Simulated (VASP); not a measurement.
# FeGe (P6/mmm) in VASP: single point with PBE

Aim: the single point of FeGe with PBE.

Everything below comes from runs of VASP 6.6.1. Logs are shortened: lines on timing, memory, paths and dates and some standing lists are left out, and cuts for length are marked.

### 1 The cell of the first run

Symmetry: P6/mmm, No. 191, hexagonal system. The conventional cell has a = 5.059 Å, b = 5.059 Å, c = 3.969 Å, α = 90.00°, β = 90.00°, γ = 120.00°. Within 3.3 Å of Fe (site symmetry mmm) lie 6 Ge at 2.46 to 2.53 Å and 4 Fe at 2.53 Å. Ge (site symmetry 6/mmm) has 6 Fe at 2.53 Å within 3.3 Å. Ge (site symmetry -6m2) has 6 Fe at 2.46 Å and 3 Ge at 2.92 Å within 3.3 Å.

### 2 Single point, PBE (volume scaled by 1.040)

File INCAR:

```
SYSTEM = FeGe
PREC = Accurate
ENCUT = 520
EDIFF = 1E-6
ISMEAR = 0
SIGMA = 0.05
LREAL = .False.
LASPH = .True.
NELM = 80
ALGO = Normal
ISIF = 2
LWAVE = .False.
LCHARG = .True.
GGA = PE
LELF = .True.
LVHAR = .True.
NBANDS = 42
```

File KPOINTS:

```
Automatic mesh
0
Gamma
  10 10 10
  0 0 0
```

File POSCAR:

```
FeGe
1.0
    5.0586374229      0.0000000000      0.0000000000
   -2.5293187114      4.3809085168      0.0000000000
    0.0000000000      0.0000000000      3.9689106448
Fe Ge
3 3
Direct
    0.5000000000      0.0000000000      0.0000000000
    0.5000000000      0.5000000000      0.0000000000
    0.0000000000      0.5000000000      0.0000000000
    0.0000000000      0.0000000000      0.0000000000
    0.3333333333      0.6666666667      0.5000000000
    0.6666666667      0.3333333333      0.5000000000
```

Potentials or basis: VASP PAW PBE potentials, release 64 (Fe, Ge_d).

Started as:

```
$ cat potpaw_PBE.64/Fe/POTCAR potpaw_PBE.64/Ge_d/POTCAR > POTCAR
$ mpirun -np 1 vasp_std > vasp.out
```

OUTCAR:

```text
SYSTEM = FeGe
   PREC = Accurate
   ENCUT = 520
   EDIFF = 1E-6
   ISMEAR = 0
   LREAL = .False.
   LASPH = .True.
   NELM = 80
   ISIF = 2
   GGA = PE

 ion  position               nearest neighbor table
   1  0.500  0.000  0.000-   5 2.46   6 2.46   5 2.46   6 2.46   4 2.53   4 2.53   2 2.53   2 2.53
                             3 2.53   3 2.53
   2  0.500  0.500  0.000-   5 2.46   6 2.46   5 2.46   6 2.46   3 2.53   3 2.53   1 2.53   1 2.53
                             4 2.53   4 2.53
   3  0.000  0.500  0.000-   5 2.46   6 2.46   5 2.46   6 2.46   2 2.53   2 2.53   4 2.53   4 2.53
                             1 2.53   1 2.53
   4  0.000  0.000  0.000-   1 2.53   1 2.53   3 2.53   3 2.53   2 2.53   2 2.53
   5  0.333  0.667  0.500-   3 2.46   3 2.46   1 2.46   1 2.46   2 2.46   2 2.46   6 2.92   6 2.92
                             6 2.92
   6  0.667  0.333  0.500-   3 2.46   3 2.46   1 2.46   1 2.46   2 2.46   2 2.46   5 2.92   5 2.92
                             5 2.92

  LATTYP: Found a hexagonal cell.
 ALAT       =     5.0586374229
 C/A-ratio  =     0.7845809678

  Lattice vectors:

 A1 = (   5.0586374229,   0.0000000000,   0.0000000000)
 A2 = (  -2.5293187114,   4.3809085168,   0.0000000000)
 A3 = (   0.0000000000,   0.0000000000,   3.9689106448)

Analysis of symmetry for initial positions (statically):
=====================================================================
 Subroutine PRICEL returns:
 Original cell was already a primitive cell.

 Routine SETGRP: Setting up the symmetry group for a
 hexagonal supercell.

 Subroutine GETGRP returns: Found 24 space group operations
 (whereof 24 operations were pure point group operations)
 out of a pool of 24 trial point group operations.

The static configuration has the point symmetry D_6h.

Analysis of symmetry for dynamics (positions and initial velocities):
=====================================================================
 Subroutine PRICEL returns:
 Original cell was already a primitive cell.

 Routine SETGRP: Setting up the symmetry group for a
 hexagonal supercell.

 Subroutine GETGRP returns: Found 24 space group operations
 (whereof 24 operations were pure point group operations)
 out of a pool of 24 trial point group operations.

The dynamic configuration has the point symmetry D_6h.

 Subroutine INISYM returns: Found 24 space group operations
 (whereof 24 operations are pure point group operations),
 and found     1 'primitive' translations

----------------------------------------------------------------------------------------

                                     Primitive cell

  volume of cell :      87.9567

  direct lattice vectors                    reciprocal lattice vectors
     5.058637423  0.000000000  0.000000000     0.197681691  0.114131578  0.000000000
    -2.529318711  4.380908517  0.000000000     0.000000000  0.228263155  0.000000000
     0.000000000  0.000000000  3.968910645     0.000000000  0.000000000  0.251958305

  length of vectors
     5.058637423  5.058637423  3.968910645     0.228263155  0.228263155  0.251958305

  position of ions in fractional coordinates (direct lattice)
     0.500000000  0.000000000  0.000000000
     0.500000000  0.500000000  0.000000000
     0.000000000  0.500000000  0.000000000
     0.000000000  0.000000000  0.000000000
     0.333333333  0.666666667  0.500000000
     0.666666667  0.333333333  0.500000000

  ion indices of the primitive-cell ions
   primitive index   ion index
                 1           1
                 2           2
                 3           3
                 4           4
                 5           5
                 6           6

----------------------------------------------------------------------------------------

 KPOINTS: Automatic mesh

Automatic generation of k-mesh.
 Grid dimensions read from file:
 generate k-points for:   10   10   10

 Generating k-lattice:

  Cartesian coordinates                     Fractional coordinates (reciprocal lattice)
     0.019768169  0.011413158  0.000000000     0.100000000  0.000000000  0.000000000
     0.000000000  0.022826316  0.000000000     0.000000000  0.100000000  0.000000000
     0.000000000  0.000000000  0.025195831     0.000000000  0.000000000  0.100000000

  Length of vectors
     0.022826316  0.022826316  0.025195831

  Shift w.r.t. Gamma in fractional coordinates (k-lattice)
     0.000000000  0.000000000  0.000000000

 Subroutine IBZKPT returns following result:
 ===========================================

 Found     84 irreducible k-points:

 Following reciprocal coordinates:
            Coordinates               Weight
  0.000000  0.000000  0.000000      1.000000
  0.100000  0.000000  0.000000      6.000000
  0.200000  0.000000  0.000000      6.000000
  0.300000 -0.000000  0.000000      6.000000
  0.400000  0.000000  0.000000      6.000000
  0.500000  0.000000  0.000000      3.000000
[... 16 lines left out ...]
  0.300000  0.100000  0.100000     24.000000
  0.400000  0.100000  0.100000     24.000000
 [... further k-points ...]
   k-points           NKPTS =     84   k-points in BZ     NKDIM =     84   number of bands    NBANDS=     42
   number of dos      NEDOS =    301   number of ions     NIONS =      6
   total plane-waves  NPLWV =  48000
   dimension x,y,z NGX =    40 NGY =   40 NGZ =   30
   dimension x,y,z NGXF=    80 NGYF=   80 NGZF=   60
   ions per type =               3   3
   NGX,Y,Z   is equivalent  to a cutoff of  13.15, 13.15, 12.57 a.u.
   NGXF,Y,Z  is equivalent  to a cutoff of  26.29, 26.29, 25.13 a.u.
 SYSTEM =  FeGe
   PREC   = accura    normal or accurate (medium, high low for compatibility)
   ISTART =      0    job   : 0-new  1-cont  2-samecut
   ICHARG =      2    charge: 1-file 2-atom 10-const
   ISPIN  =      1    spin polarized calculation?
   LNONCOLLINEAR =      F non collinear calculations
   LSORBIT =      F    spin-orbit coupling
   LASPH  =      T    aspherical Exc in radial PAW
   ENCUT  =  520.0 eV  38.22 Ry    6.18 a.u.   9.41  9.41  7.38*2*pi/ulx,y,z
   NELM   =     80;   NELMIN=  2; NELMDL= -5     # of ELM steps
   EDIFF  = 0.1E-05   stopping-criterion for ELM
   LREAL  =      F    real-space projection
   EDIFFG = 0.1E-04   stopping-criterion for IOM
   NSW    =      0    number of steps for IOM
   IBRION =     -1    ionic relax: 0-MD 1-quasi-New 2-CG
   NFREE  =      0    steps in history (QN), initial steepest desc. (CG)
   ISIF   =      2    stress and relaxation
   ISYM   =      2    0-nonsym 1-usesym 2-fastsym
   POTIM  = 0.5000    time-step for ionic-motion
   TEBEG  =    0.0;   TEEND  =   0.0 temperature during run
   PSTRESS=    0.0 pullay stress
   NELECT =      66.0000    total number of electrons
   NUPDOWN=      -1.0000    fix difference up-down
   EMIN   =  10.00;   EMAX   =-10.00  energy-range for DOS
   EFERMI =   0.00;   METHOD = LEGACY
   ISMEAR =     0;   SIGMA  =   0.05  broadening in eV -4-tet -1-fermi 0-gaus
   EFERMI_NEDOS =   21; number of points for ismear=-14 and -15
   IALGO  =     38    algorithm
   IMIX   =      4    mixing-type and parameters
     AMIX     =   0.40;   BMIX     =  1.00
     AMIX_MAG =   1.60;   BMIX_MAG =  1.00
  volume/ion in A,a.u.               =      14.66        98.93
  Fermi-wavevector in a.u.,A,eV,Ry     =   1.487647  2.811245 30.110952  2.213093
  Thomas-Fermi vector in A             =   2.600781
   LORBIT       =      0    0 simple, 1 ext, 2 COOP (PROOUT), +10 PAW based schemes
   GGA     = PE    functional components
   LHFCALC =     F    Hartree Fock is set to
   AEXX    =    0.0000 exact exchange contribution
   IVDW    =     0    specifies the selected vdW correction
   LEPSILON=     F    determine dielectric tensor
   LRPA    =     F    only Hartree local field effects (RPA)
 non-spin polarized calculation
 Gauss-broadening in eV      SIGMA  =   0.05
  energy-cutoff  :      520.00
  volume of cell :       87.96
 maximum number of plane-waves:      2396
 NGX is ok and might be reduce to    40
   NGX = 19   NGY = 19   NGZ = 15

 number of electron      66.0000010 magnetization

 Free energy of the ion-electron system (eV)
  ---------------------------------------------------
  ext. energy  EPLUGINS =         0.00000000
  ---------------------------------------------------
  free energy    TOTEN  =       -38.32381444 eV

  energy without entropy =      -38.30170533  energy(sigma->0) =      -38.31275988

 E-fermi :   6.4848     XC(G=0): -11.9909

 val. band max:        6.4841627728   @ k =   0.3000   0.1000   0.1000
 cond. band min:       6.4870774381   @ k =   0.0000   0.0000   0.1000
 fundamental gap:      0.0029146654
 Fermi energy:         6.4847742279

 k-point     1 :       0.0000    0.0000    0.0000
  band No.  band energies     occupation
      1     -18.2990      2.00000
      2     -18.2193      2.00000
      3     -18.2193      2.00000
      4     -18.0641      2.00000
      5     -18.0641      2.00000
      6     -17.9992      2.00000
[... 34 lines left out ...]
     41      11.1713      0.00000
     42      11.1713      0.00000

 k-point     2 :       0.1000    0.0000    0.0000
  band No.  band energies     occupation
      1     -18.2988      2.00000
      2     -18.2194      2.00000
      3     -18.2193      2.00000
      4     -18.0639      2.00000
      5     -18.0637      2.00000
      6     -18.0018      2.00000
[... 34 lines left out ...]
     41      10.9163      0.00000
     42      11.2098      0.00000

 k-point     3 :       0.2000    0.0000    0.0000
  band No.  band energies     occupation
      1     -18.2982      2.00000
      2     -18.2194      2.00000
      3     -18.2191      2.00000
      4     -18.0635      2.00000
      5     -18.0626      2.00000
      6     -18.0074      2.00000
[... 34 lines left out ...]
     41      10.9620      0.00000
     42      11.2790      0.00000

 k-point     4 :       0.3000   -0.0000    0.0000
  band No.  band energies     occupation
      1     -18.2975      2.00000
      2     -18.2194      2.00000
      3     -18.2188      2.00000
      4     -18.0630      2.00000
      5     -18.0611      2.00000
      6     -18.0130      2.00000
[... 844 lines left out ...]
     41      10.5143      0.00000
     42      11.4663      0.00000

 k-point    23 :       0.3000    0.1000    0.1000
  band No.  band energies     occupation
      1     -18.2967      2.00000
      2     -18.2195      2.00000
      3     -18.2189      2.00000
      4     -18.0626      2.00000
      5     -18.0605      2.00000
      6     -18.0181      2.00000
[... 34 lines left out ...]
     41      10.4048      0.00000
     42      11.3520      0.00000

 k-point    24 :       0.4000    0.1000    0.1000
  band No.  band energies     occupation
      1     -18.2963      2.00000
      2     -18.2194      2.00000
      3     -18.2187      2.00000
      4     -18.0623      2.00000
      5     -18.0598      2.00000
      6     -18.0211      2.00000
[... 34 lines left out ...]
     41      10.9160      0.00000
     42      11.3064      0.00000

 [... further k-points ...]
[... 5 lines left out ...]
  --------------------------------------------------------------------------------------
  -------------------------------------------------------------------------------------
  Total       -3.1121522     -3.1121522     -3.0727100     -0.0000000     -0.0000000      0.0000000
  in kB      -56.6894647    -56.6894647    -55.9710049     -0.0000000     -0.0000000      0.0000000
  external PRESSURE =     -56.4499781 kB  Pullay stress =       0.0000000 kB

 VOLUME and BASIS-vectors are now :
 -----------------------------------------------------------------------------
  energy-cutoff  :      520.00
  volume of cell :       87.96
      direct lattice vectors                 reciprocal lattice vectors
     5.058637423  0.000000000  0.000000000     0.197681691  0.114131578  0.000000000
    -2.529318711  4.380908517  0.000000000     0.000000000  0.228263155  0.000000000
     0.000000000  0.000000000  3.968910645     0.000000000  0.000000000  0.251958305

 POSITION                                       TOTAL-FORCE (eV/Angst)
 -----------------------------------------------------------------------------------
      2.52932      0.00000      0.00000         0.000000      0.000000     -0.000000
      1.26466      2.19045      0.00000        -0.000000      0.000000     -0.000000
     -1.26466      2.19045      0.00000        -0.000000      0.000000     -0.000000
      0.00000      0.00000      0.00000         0.000000      0.000000     -0.000000
     -0.00000      2.92061      1.98446        -0.000000     -0.000000     -0.000000
      2.52932      1.46030      1.98446         0.000000      0.000000      0.000000
 -----------------------------------------------------------------------------------
    total drift:                               -0.000000      0.000000     -0.000000

  FREE ENERGIE OF THE ION-ELECTRON SYSTEM (eV)
  ---------------------------------------------------
  free  energy   TOTEN  =       -38.3238144369 eV

  energy  without entropy=      -38.3017053331  energy(sigma->0) =      -38.31275988
```

Run time: 4.4 min. Hardware: 1 thread of Intel Xeon 6975P-C, shared host; peak memory 0.37 GiB.

What came out:

| Quantity | Value |
| --- | --- |
| Free energy | -38.3238 eV |
| Pressure | -5.6 GPa |
| Band gap on the k mesh | zero (band 33 reaches 6.67 eV, above the bottom of band 34 at 6.20 eV) |

Levels at points of the mesh, in eV from the Fermi level:
| k point | band 31 | band 32 | band 33 | band 34 | band 35 | band 36 |
| --- | --- | --- | --- | --- | --- | --- |
| (0.00, 0.00, 0.00) | -0.19 | 0.01 | 0.02 | 0.02 | 0.75 | 1.12 |
| (0.50, 0.00, 0.00) | -0.60 | -0.14 | 0.02 | 1.37 | 1.51 | 1.56 |
| (0.00, 0.00, 0.50) | -0.57 | -0.33 | -0.14 | -0.14 | -0.10 | -0.10 |
| (0.50, 0.00, 0.50) | -0.57 | -0.53 | -0.12 | -0.11 | -0.07 | 0.06 |

 Spin polarisation is off, so any magnetic state and its effect on volume and gap are missing.
